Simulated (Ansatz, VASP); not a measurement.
InSe: VASP beside Ansatz

```xyz
4
Lattice="2.0980 1.2113 6.8421 -2.0980 1.2113 6.8421 0.0000 -2.4226 6.8421" Properties=species:S:1:pos:R:3 pbc="T T T"
In    0.0000    0.0000   10.2631
In    0.0000    0.0000    0.0000
Se    0.0000    0.0000   15.3948
Se    0.0000    0.0000    5.1315
```

Alike in both runs: functional PBE; k mesh 12 × 12 × 12; occupations fermi-dirac, width 0.15 eV; no spin polarisation.

Ansatz relaxed the structure, and its values are those at the end. VASP's run is a single point on that final structure, the one shown.

|  | VASP | Ansatz |
| --- | --- | --- |
| version | VASP 6.6.1 | Ansatz 0.2.0 |
| potentials or method | VASP PAW PBE potentials, release 64 (In_d, Se), cutoff 520 eV | scalar-relativistic, plane waves, PAW |
| valence electrons in the cell | 38 | 58 |

|  | VASP | Ansatz | Ansatz less VASP |
| --- | --- | --- | --- |
| gap on the k mesh at the Fermi level (eV) | none | none | - |
| pressure (GPa) | 0.0 | 0.0 | 0.00 |

A gap of «none» marks a metal or a gap that the smearing closes. VASP's potentials hold 38 valence electrons a cell and Ansatz's 58, so a difference there can come from the potentials and not from the codes.
